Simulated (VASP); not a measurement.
## La2Ge2W: single point with PBE

Crystal: La2Ge2W.

```
CELL_PARAMETERS angstrom
4.35183 0.00000 0.00000
-2.17592 3.76880 0.00000
0.00000 0.00000 7.59419
ATOMIC_POSITIONS crystal
La 0.00000 0.00000 0.18147
La 0.00000 0.00000 0.81853
Ge 0.33333 0.66667 0.50000
Ge 0.66667 0.33333 0.50000
W 0.00000 0.00000 0.50000
```

| Quantity | Value |
| --- | --- |
| Program | VASP 6.6.1 |
| Task | single point |
| Functional | PBE |
| Potentials or basis | VASP PAW PBE potentials, release 64 (La, Ge_d, W_sv) |
| Cutoff | 520 eV |
| k mesh | 6 × 6 × 2 |
| Occupations | gaussian, width 0.1 eV |
| Spin | no spin polarisation |

| Item | Value |
| --- | --- |
| Pressure | 21.8 GPa |
| Largest force | 0.211 eV/Å |
| Band gap on the k mesh | zero (band 32 reaches 8.69 eV, above the bottom of band 33 at 7.45 eV) |

Forces in eV/Å, atoms in the order of the input:
```
La   0.000  0.000  0.211
La   0.000  0.000 -0.211
Ge   0.000  0.000  0.000
Ge   0.000  0.000  0.000
W    0.000  0.000  0.000
```

Stress tensor (GPa, compression positive):
```
18.58  0.00  0.00
 0.00 18.58  0.00
 0.00  0.00 28.25
```

Levels at points of the mesh, in eV from the Fermi level:
| k point | band 30 | band 31 | band 32 | band 33 | band 34 | band 35 |
| --- | --- | --- | --- | --- | --- | --- |
| (0.00, 0.00, 0.00) | -1.89 | -1.67 | -0.07 | -0.07 | 1.31 | 1.31 |
| (0.50, 0.00, 0.00) | -1.67 | -1.62 | -0.53 | -0.52 | 0.84 | 1.29 |
| (0.00, 0.00, 0.50) | -0.88 | -0.36 | 0.72 | 0.79 | 0.79 | 0.97 |
| (0.50, 0.00, 0.50) | -1.67 | -0.01 | 0.06 | 0.65 | 1.09 | 1.26 |

Run time: 2.4 min on 1 thread of Intel Xeon 8259CL, on a shared host, peak memory 0.29 GiB.

Caveat: the k points lie up to 0.41 Å⁻¹ apart; spin-orbit coupling is left out, which moves the levels of the heavy elements.
